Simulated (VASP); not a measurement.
# Mg64O65 (a cell with a defect) in VASP: a series of runs, part 2 of 2

VASP 6.6.1.

### Step 3. Single point, PBE

INCAR

```
ALGO = Normal
EDIFF = 1E-6
ENCUT = 520
GGA = PE
ISIF = 2
ISMEAR = -1
LASPH = T
LCHARG = F
LREAL = Auto
LUSENCCL = F
LWAVE = F
NBANDS = 329
NELECT = 520.0
NELM = 80
PREC = Accurate
SIGMA = 0.01
```

KPOINTS

```
k-points
0
Gamma
  1 1 1
```

POSCAR

```
Mg64O65
1.0
    0.0000000000      8.5087624600      8.5087624600
    8.5087624600      0.0000000000      8.5087624600
    8.5087624600      8.5087624600      0.0000000000
Mg O
64 65
Direct
    0.0011248673     -0.0001308722     -0.0007926936
    0.0011144988     -0.0001270313      0.2497971946
    0.0006681569     -0.0006735561      0.4993983214
    0.0006636453     -0.0006716782      0.7506157810
    0.0010143985      0.2454451658      0.0017725598
    0.0006535657      0.2495178694      0.2492064635
[... 121 lines left out ...]
    0.8736444964      0.8775128229      0.8752620375
    0.0625600824      0.5625910145      0.8123783510
```

Potentials or basis: VASP PAW PBE potentials, release 64 (Mg, O).

Launch:

```
$ cat potpaw_PBE.64/Mg/POTCAR potpaw_PBE.64/O/POTCAR > POTCAR
$ mpirun -np 1 vasp_gam > vasp.out
```

Wall time 1.9 min (1 × NVIDIA H100 80GB with 1 thread of Intel Xeon Platinum 8481C at 2.70GHz (Sapphire Rapids), shared host); peak memory 1.9 GiB.

The run converged. Its results:

```yaml
Free_energy: -751.4680 eV
Largest_force: 0.023 eV/Å
```

Forces on the atoms (eV/Å):
```
Mg  -0.006  0.001  0.006
Mg   0.001  0.006  0.005
Mg  -0.002 -0.002  0.001
Mg   0.004  0.001  0.002
Mg  -0.004  0.004  0.009
Mg  -0.001  0.003 -0.004
Mg  -0.002  0.002  0.002
Mg  -0.002  0.001 -0.005
Mg  -0.006 -0.006  0.008
Mg   0.002  0.003  0.000
Mg  -0.002 -0.002  0.002
Mg   0.008  0.010  0.007
Mg  -0.012  0.004  0.004
Mg  -0.005  0.005  0.000
Mg  -0.003  0.011  0.002
Mg  -0.011  0.011 -0.017
Mg   0.005 -0.005  0.002
Mg  -0.001 -0.007 -0.007
Mg   0.005 -0.005 -0.006
Mg   0.007  0.002 -0.007
Mg  -0.005 -0.011 -0.005
Mg   0.004 -0.003 -0.005
Mg   0.003 -0.003 -0.006
Mg   0.009  0.004 -0.005
Mg   0.004 -0.011  0.003
Mg   0.004 -0.006 -0.001
Mg   0.010 -0.003  0.002
Mg   0.012 -0.009 -0.016
Mg  -0.003 -0.002 -0.005
Mg   0.003  0.003 -0.005
Mg  -0.004 -0.004 -0.013
Mg   0.004  0.005 -0.012
Mg  -0.007 -0.008 -0.002
Mg   0.001  0.001  0.001
Mg  -0.002 -0.002  0.002
Mg   0.006  0.006 -0.003
Mg  -0.004 -0.004  0.003
Mg  -0.001  0.002 -0.001
Mg   0.004  0.005  0.003
Mg  -0.002  0.004 -0.002
Mg   0.001 -0.006  0.006
Mg   0.005  0.001  0.006
Mg  -0.003 -0.002  0.002
Mg   0.001  0.004  0.002
Mg  -0.004  0.005  0.002
Mg  -0.008 -0.001 -0.005
Mg  -0.005  0.005 -0.004
Mg   0.002  0.007 -0.007
Mg  -0.005 -0.004  0.003
Mg   0.001 -0.001 -0.001
Mg   0.005  0.005  0.003
Mg   0.005 -0.002 -0.002
Mg  -0.003 -0.003  0.004
Mg   0.005  0.005  0.004
Mg  -0.003 -0.003 -0.002
Mg   0.002  0.001  0.000
Mg   0.005 -0.004  0.011
Mg   0.002 -0.001 -0.002
Mg   0.002 -0.002  0.003
Mg   0.002 -0.002 -0.005
Mg  -0.011 -0.006 -0.004
Mg  -0.003  0.004 -0.004
Mg  -0.003  0.004 -0.006
Mg   0.005  0.009 -0.004
O   -0.006  0.004 -0.001
O    0.000  0.002  0.009
O   -0.004  0.000  0.006
O   -0.006  0.004 -0.001
O    0.000  0.001  0.002
O   -0.007  0.003  0.001
O   -0.002  0.002  0.002
O    0.004 -0.001  0.002
O    0.003  0.004  0.007
O   -0.003 -0.003  0.005
O    0.000 -0.003  0.003
O    0.001  0.000 -0.002
O    0.004  0.001 -0.003
O   -0.002 -0.003  0.006
O    0.000  0.002  0.006
O    0.003  0.003  0.007
O    0.002 -0.003 -0.001
O    0.000 -0.004  0.001
O    0.001  0.003 -0.003
O   -0.009  0.005 -0.002
O    0.002 -0.005 -0.002
O    0.000 -0.004  0.004
O   -0.002  0.000 -0.002
O    0.000  0.004  0.001
O    0.002  0.003 -0.002
O   -0.002 -0.002  0.004
O    0.002 -0.001  0.005
O    0.003  0.002  0.006
O    0.005  0.006 -0.001
O   -0.002 -0.001  0.002
O    0.004  0.003  0.000
O   -0.004 -0.005  0.004
O    0.000  0.000  0.001
O    0.000 -0.001  0.004
O   -0.005 -0.005  0.002
O    0.004  0.004  0.003
O    0.003  0.001  0.003
O   -0.006 -0.001 -0.003
O   -0.001  0.005  0.000
O   -0.002  0.003 -0.002
O    0.004 -0.006 -0.003
O    0.003  0.000  0.008
O    0.000 -0.005  0.006
O    0.005 -0.008 -0.002
O   -0.003  0.003 -0.002
O   -0.004  0.000  0.001
O    0.002  0.001 -0.002
O    0.003 -0.007 -0.003
O    0.002  0.003  0.003
O   -0.001 -0.007 -0.002
O    0.004  0.000  0.001
O    0.002 -0.002 -0.003
O   -0.001 -0.001 -0.003
O    0.002  0.002 -0.003
O   -0.003 -0.001 -0.006
O   -0.001 -0.002 -0.004
O    0.002 -0.001  0.000
O    0.002 -0.008  0.001
O    0.002 -0.002  0.001
O   -0.001  0.003  0.001
O   -0.004  0.002 -0.003
O   -0.004 -0.001  0.004
O   -0.001 -0.003 -0.002
O    0.004  0.000  0.000
O    0.001  0.000  0.003
```

Levels at points of the mesh, in eV from the Fermi level:
| k point | band 256 | band 257 | band 258 | band 259 | band 260 | band 261 | band 262 | band 263 | band 264 | band 265 |
| --- | --- | --- | --- | --- | --- | --- | --- | --- | --- | --- |
| (0.00, 0.00, 0.00) | -2.26 | -2.04 | -0.25 | -0.25 | -0.25 | 1.83 | 4.12 | 4.12 | 4.12 | 4.17 |

Caveat: the k points lie up to 0.64 Å⁻¹ apart; the cell carries a net charge on a neutralising background, which shifts energy and pressure; the cell is charged against a uniform background, so pressure and absolute levels hang on convention.

### Step 4. Single point, PBE

INCAR, as its differences from that of step 3:

```diff
@@ -1,3 +1,3 @@
 ALGO = Normal
-EDIFF = 1E-6
+EDIFF = 1E-7
 ENCUT = 520
```

KPOINTS is that of step 3.

POSCAR

```
Mg64O65
1.0
    0.0000000000      8.5087624600      8.5087624600
    8.5087624600      0.0000000000      8.5087624600
    8.5087624600      8.5087624600      0.0000000000
Mg O
64 65
Direct
    0.0007310111     -0.0001827528     -0.0002721900
    0.0007549864     -0.0002153075      0.2497478347
   -0.0017719968      0.0046202371      0.4982392586
   -0.0018127195      0.0046874032      0.7488851675
    0.0007486400      0.2498163523     -0.0002956952
    0.0006995729      0.2502222280      0.2501823867
[... 121 lines left out ...]
    0.8725527989      0.8764452569      0.8763330196
    0.1875374366      0.6874376300      0.6877328551
```

Potentials or basis: VASP PAW PBE potentials, release 64 (Mg, O).

Launch:

```
$ cat potpaw_PBE.64/Mg/POTCAR potpaw_PBE.64/O/POTCAR > POTCAR
$ mpirun -np 1 vasp_gam > vasp.out
```

OUTCAR:

```text
EDIFF = 1E-7
   ENCUT = 520
   GGA = PE
   ISIF = 2
   ISMEAR = -1
   LASPH = T
   LREAL = Auto
   NELECT = 520.0
   NELM = 80
   PREC = Accurate

 ion  position               nearest neighbor table
   1  0.001  1.000  1.000-  80 2.10  68 2.12  77 2.12 116 2.13 125 2.13 113 2.13  29 3.00  20 3.00
                            17 3.00  13 3.00   4 3.00   5 3.01   2 3.01  50 3.01  53 3.01  14 3.02
   2  0.001  1.000  0.250-  78 2.10  77 2.12  65 2.12 114 2.13 126 2.13 113 2.13  30 3.00  18 3.00
                            17 3.00   3 3.00  15 3.00   1 3.01   5 3.01  54 3.01  50 3.01   6 3.02
   3  0.998  0.005  0.498-  79 1.91 114 2.11  78 2.16 127 2.16  66 2.16 115 2.16   7 2.97   6 2.97
                            55 2.97  18 3.00  52 3.00   2 3.00  51 3.00  19 3.02   4 3.02  16 3.05
   4  0.998  0.005  0.749-  79 1.91 116 2.11 128 2.16  80 2.16 115 2.16  67 2.16   7 2.97  56 2.97
                             8 2.97  52 3.00  20 3.00  49 3.00   1 3.00   3 3.02  19 3.02  32 3.05
   5  0.001  0.250  1.000-  72 2.10  68 2.12  65 2.12 117 2.13 120 2.13 113 2.13  21 3.00  24 3.00
                            17 3.00   9 3.00  12 3.00   1 3.01   2 3.01  54 3.01  53 3.01   8 3.02
   6  0.001  0.250  0.250-  69 2.06  66 2.06 118 2.12 114 2.14 117 2.14  65 2.14   9 2.97   3 2.97
                            22 2.99  21 3.00  18 3.00   7 3.00  10 3.00  55 3.01  58 3.02   2 3.02
   7  0.000  0.249  0.500-  66 2.13  67 2.13 115 2.13  70 2.13 118 2.13 119 2.13  19 2.97   4 2.97
                             3 2.97   6 3.00  22 3.00  55 3.00   8 3.00  56 3.00  23 3.00  11 3.02
   8  0.001  0.250  0.749-  67 2.06  71 2.06 119 2.12 120 2.14 116 2.14  68 2.14   4 2.97  12 2.97
                            23 2.99  20 3.00  24 3.00  11 3.00   7 3.00  60 3.01  56 3.01   5 3.02
   9  0.998  0.498  0.005-  76 1.91 117 2.11 124 2.16  72 2.16 121 2.16  69 2.16  10 2.97  58 2.97
[... 173 lines left out ...]
 127  0.873  0.876  0.625-  51 2.10  64 2.12  52 2.12  16 2.15  15 2.16   3 2.16
 128  0.873  0.876  0.876-  49 2.10  52 2.12  61 2.12  16 2.14  13 2.16   4 2.16
 129  0.188  0.687  0.688-  32 1.85  28 1.85  16 1.85  31 1.85

  LATTYP: Found a face centered cubic cell.
 ALAT       =    17.0175249200

  Lattice vectors:

 A1 = (   0.0000000000,   8.5087624600,   8.5087624600)
 A2 = (   8.5087624600,   0.0000000000,   8.5087624600)
 A3 = (   8.5087624600,   8.5087624600,   0.0000000000)

Analysis of symmetry for initial positions (statically):
=====================================================================
 Subroutine PRICEL returns:
 Original cell was already a primitive cell.

 Routine SETGRP: Setting up the symmetry group for a
 face centered cubic supercell.

 Subroutine GETGRP returns: Found  1 space group operations
 (whereof  1 operations were pure point group operations)
 out of a pool of 48 trial point group operations.

The static configuration has the point symmetry C_1 .

Analysis of symmetry for dynamics (positions and initial velocities):
=====================================================================
 Subroutine PRICEL returns:
 Original cell was already a primitive cell.

 Routine SETGRP: Setting up the symmetry group for a
 face centered cubic supercell.

 Subroutine GETGRP returns: Found  1 space group operations
 (whereof  1 operations were pure point group operations)
 out of a pool of 48 trial point group operations.

The dynamic configuration has the point symmetry C_1 .

[... 156 lines left out ...]
                 6           6
[... 19 lines left out ...]
                26          26
                27          27
   k-points           NKPTS =      1   k-points in BZ     NKDIM =      1   number of bands    NBANDS=    329
   number of dos      NEDOS =    301   number of ions     NIONS =    129
   total plane-waves  NPLWV = 729000
   dimension x,y,z NGX =    90 NGY =   90 NGZ =   90
   dimension x,y,z NGXF=   180 NGYF=  180 NGZF=  180
   ions per type =              64  65
   NGX,Y,Z   is equivalent  to a cutoff of  12.43, 12.43, 12.43 a.u.
   NGXF,Y,Z  is equivalent  to a cutoff of  24.87, 24.87, 24.87 a.u.
 SYSTEM =  unknown system
   PREC   = accura    normal or accurate (medium, high low for compatibility)
   ISTART =      0    job   : 0-new  1-cont  2-samecut
   ICHARG =      2    charge: 1-file 2-atom 10-const
   ISPIN  =      1    spin polarized calculation?
   LNONCOLLINEAR =      F non collinear calculations
   LSORBIT =      F    spin-orbit coupling
   LASPH  =      T    aspherical Exc in radial PAW
   ENCUT  =  520.0 eV  38.22 Ry    6.18 a.u.  22.37 22.37 22.37*2*pi/ulx,y,z
   NELM   =     80;   NELMIN=  2; NELMDL= -5     # of ELM steps
   EDIFF  = 0.1E-06   stopping-criterion for ELM
   LREAL  =      T    real-space projection
   EDIFFG = 0.1E-05   stopping-criterion for IOM
   NSW    =      0    number of steps for IOM
   IBRION =     -1    ionic relax: 0-MD 1-quasi-New 2-CG
   NFREE  =      0    steps in history (QN), initial steepest desc. (CG)
   ISIF   =      2    stress and relaxation
   ISYM   =      2    0-nonsym 1-usesym 2-fastsym
   POTIM  = 0.5000    time-step for ionic-motion
   TEBEG  =    0.0;   TEEND  =   0.0 temperature during run
   PSTRESS=    0.0 pullay stress
   NELECT =     520.0000    total number of electrons
   NUPDOWN=      -1.0000    fix difference up-down
   EMIN   =  10.00;   EMAX   =-10.00  energy-range for DOS
   EFERMI =   0.00;   METHOD = LEGACY
   ISMEAR =    -1;   SIGMA  =   0.01  broadening in eV -4-tet -1-fermi 0-gaus
   EFERMI_NEDOS =   21; number of points for ismear=-14 and -15
   IALGO  =     38    algorithm
   IMIX   =      4    mixing-type and parameters
     AMIX     =   0.40;   BMIX     =  1.00
     AMIX_MAG =   1.60;   BMIX_MAG =  1.00
  volume/ion in A,a.u.               =       9.55        64.45
  Fermi-wavevector in a.u.,A,eV,Ry     =   1.228003  2.320590 20.517479  1.507992
  Thomas-Fermi vector in A             =   2.362945
   LORBIT       =      0    0 simple, 1 ext, 2 COOP (PROOUT), +10 PAW based schemes
   GGA     = PE    functional components
   LHFCALC =     F    Hartree Fock is set to
   AEXX    =    0.0000 exact exchange contribution
   IVDW    =     0    specifies the selected vdW correction
   LEPSILON=     F    determine dielectric tensor
   LRPA    =     F    only Hartree local field effects (RPA)
 non-spin polarized calculation
  energy-cutoff  :      520.00
  volume of cell :     1232.05
 maximum number of plane-waves:     16612
 NGX is ok and might be reduce to    90
   NGX = 45   NGY = 45   NGZ = 45

 number of electron     519.9999862 magnetization

 Free energy of the ion-electron system (eV)
  ---------------------------------------------------
  ext. energy  EPLUGINS =         0.00000000
  ---------------------------------------------------
  free energy    TOTEN  =      -751.46706775 eV

  energy without entropy =     -751.46706775  energy(sigma->0) =     -751.46706775

 E-fermi :   5.7040     XC(G=0): -10.9840

 val. band max:        5.3770078334   @ k =   0.0000   0.0000   0.0000
 cond. band min:       7.4508824068   @ k =   0.0000   0.0000   0.0000
 fundamental gap:      2.0738745734
 Fermi energy:         5.7039875271

 k-point     1 :       0.0000    0.0000    0.0000
  band No.  band energies     occupation
      1     -14.2199      2.00000
      2     -13.7032      2.00000
      3     -13.7031      2.00000
      4     -13.7028      2.00000
      5     -13.6966      2.00000
      6     -13.6601      2.00000
[... 264 lines left out ...]
    271      10.6760      0.00000
    272      10.6762      0.00000
 [bands above 272 left out]

------------------------ aborting loop because EDIFF is reached ----------------------------------------

  FORCE on cell =-STRESS in cart. coord.  units (eV):
  Direction    XX          YY          ZZ          XY          YZ          ZX
  --------------------------------------------------------------------------------------
  -------------------------------------------------------------------------------------
  Total       34.2243370     34.0917990     34.1925099      0.0099868     -0.0025370     -0.0160584
  in kB       44.5057815     44.3334273     44.4643932      0.0129870     -0.0032992     -0.0208826
  external PRESSURE =      44.4345340 kB  Pullay stress =       0.0000000 kB

 VOLUME and BASIS-vectors are now :
 -----------------------------------------------------------------------------
  energy-cutoff  :      520.00
  volume of cell :     1232.05
      direct lattice vectors                 reciprocal lattice vectors
     0.000000000  8.508762460  8.508762460    -0.058762952  0.058762952  0.058762952
     8.508762460  0.000000000  8.508762460     0.058762952 -0.058762952  0.058762952
     8.508762460  8.508762460  0.000000000     0.058762952  0.058762952 -0.058762952

 POSITION                                       TOTAL-FORCE (eV/Angst)
 -----------------------------------------------------------------------------------
     17.01365      8.51267      8.51343        -0.002925      0.005183      0.005515
     10.63198      2.13147      8.51335        -0.003819      0.000550      0.005132
      4.27871     12.73308      8.53300         0.000993      0.011980      0.001190
      6.41197     14.86542      8.53322        -0.012411     -0.000239      0.002679
     10.63187      8.51262      2.13200        -0.003579      0.005171     -0.000390
      4.25782      2.13469      2.13503        -0.000167      0.008463      0.008232
[... 121 lines left out ...]
     14.91397     14.88085     14.88181         0.009565      0.000204     -0.001521
     11.70100      7.44747      7.44496        -0.001664     -0.001049     -0.001182
 -----------------------------------------------------------------------------------
    total drift:                               -0.029504     -0.029813     -0.029916

  FREE ENERGIE OF THE ION-ELECTRON SYSTEM (eV)
  ---------------------------------------------------
  free  energy   TOTEN  =      -751.4670677550 eV

  energy  without entropy=     -751.4670677550  energy(sigma->0) =     -751.46706775
```

It took 2.2 min on 1 × NVIDIA H100 80GB with 1 thread of Intel Xeon Platinum 8481C at 2.70GHz (Sapphire Rapids), shared host; peak memory 1.9 GiB.

Results:

- Free energy: -751.4671 eV
- Largest force: 0.014 eV/Å

Forces on the atoms (eV/Å):
```
Mg  -0.003  0.005  0.006
Mg  -0.004  0.001  0.005
Mg   0.001  0.012  0.001
Mg  -0.012  0.000  0.003
Mg  -0.004  0.005  0.000
Mg   0.000  0.008  0.008
Mg  -0.004  0.005 -0.005
Mg  -0.007  0.000  0.008
Mg   0.000  0.002  0.012
Mg  -0.004 -0.003  0.005
Mg   0.006  0.007  0.007
Mg  -0.002 -0.002  0.013
Mg  -0.012  0.003  0.000
Mg  -0.009  0.009  0.000
Mg  -0.003  0.011 -0.002
Mg  -0.004  0.005  0.007
Mg   0.000 -0.001 -0.001
Mg   0.004  0.000  0.001
Mg   0.003  0.000 -0.013
Mg   0.001 -0.004 -0.001
Mg   0.003  0.000  0.000
Mg  -0.001 -0.008 -0.008
Mg   0.007 -0.001 -0.009
Mg  -0.001 -0.005 -0.001
Mg   0.002 -0.011 -0.001
Mg   0.008 -0.007  0.000
Mg   0.012 -0.002 -0.001
Mg   0.009 -0.004  0.008
Mg   0.001  0.001 -0.003
Mg  -0.002 -0.001 -0.003
Mg   0.005  0.002 -0.001
Mg  -0.006 -0.004 -0.006
Mg   0.001  0.001  0.001
Mg  -0.004 -0.002 -0.001
Mg   0.006  0.005 -0.002
Mg  -0.001 -0.003  0.000
Mg  -0.004  0.000 -0.004
Mg  -0.001  0.002  0.002
Mg  -0.001  0.004 -0.004
Mg   0.000 -0.001  0.004
Mg   0.006 -0.002  0.006
Mg   0.000 -0.003  0.005
Mg   0.012  0.001  0.001
Mg   0.000 -0.011  0.003
Mg   0.000  0.001  0.000
Mg  -0.001  0.006  0.001
Mg   0.000  0.004 -0.010
Mg  -0.003  0.001  0.000
Mg  -0.001 -0.003 -0.004
Mg   0.001 -0.001  0.002
Mg   0.005  0.000 -0.004
Mg   0.000 -0.001  0.004
Mg   0.003  0.003 -0.001
Mg   0.001  0.000  0.000
Mg   0.008  0.009 -0.001
Mg  -0.007 -0.009  0.000
Mg   0.006 -0.002  0.000
Mg   0.008  0.001  0.008
Mg   0.006 -0.004 -0.004
Mg   0.001 -0.007  0.009
Mg   0.001  0.004  0.000
Mg  -0.009  0.001 -0.008
Mg  -0.001  0.009 -0.008
Mg  -0.003 -0.002 -0.001
O    0.001 -0.003 -0.003
O   -0.001 -0.003  0.004
O    0.003  0.006  0.004
O    0.001 -0.001  0.003
O    0.000  0.002 -0.002
O   -0.008  0.003  0.003
O   -0.005  0.005 -0.005
O   -0.005  0.003 -0.009
O    0.003  0.003  0.006
O   -0.005 -0.006  0.003
O   -0.004 -0.002 -0.007
O    0.007  0.005 -0.007
O    0.001  0.000 -0.001
O   -0.005 -0.008  0.001
O    0.007 -0.008  0.007
O    0.011  0.001  0.001
O    0.002  0.000  0.001
O    0.001 -0.004  0.000
O    0.002  0.001  0.002
O   -0.001 -0.003 -0.001
O    0.001 -0.001 -0.003
O   -0.001  0.002  0.000
O   -0.008  0.003 -0.005
O   -0.001  0.012 -0.003
O    0.001  0.001 -0.002
O   -0.008 -0.006  0.001
O   -0.008  0.006  0.005
O   -0.001  0.010  0.000
O   -0.001 -0.001 -0.002
O   -0.001 -0.002  0.008
O   -0.001  0.001  0.014
O    0.001  0.001  0.001
O    0.001  0.001  0.002
O   -0.002 -0.002  0.006
O   -0.001 -0.002  0.001
O    0.001  0.001  0.001
O   -0.002  0.006 -0.002
O   -0.004 -0.001  0.001
O   -0.003  0.002 -0.001
O   -0.003 -0.002  0.000
O   -0.002  0.000 -0.002
O   -0.004 -0.002  0.003
O    0.005  0.003  0.002
O   -0.003  0.000  0.001
O    0.001  0.000  0.000
O   -0.003 -0.001  0.000
O   -0.002  0.002  0.001
O   -0.003  0.000  0.000
O    0.006 -0.003 -0.002
O   -0.001 -0.005  0.000
O    0.003 -0.004  0.000
O   -0.002 -0.004  0.001
O    0.000 -0.002 -0.006
O   -0.005 -0.005 -0.003
O    0.003  0.003 -0.010
O    0.000  0.001 -0.001
O    0.003  0.000 -0.003
O    0.005 -0.011  0.004
O    0.002 -0.006 -0.005
O    0.002 -0.006 -0.009
O    0.000  0.000 -0.002
O    0.003 -0.003  0.001
O    0.004 -0.008 -0.005
O    0.010  0.000 -0.002
O   -0.002 -0.001 -0.001
```

Caveat: the k points lie up to 0.64 Å⁻¹ apart; the cell carries a net charge on a neutralising background, which shifts energy and pressure; the cell is charged against a uniform background, so pressure and absolute levels hang on convention.
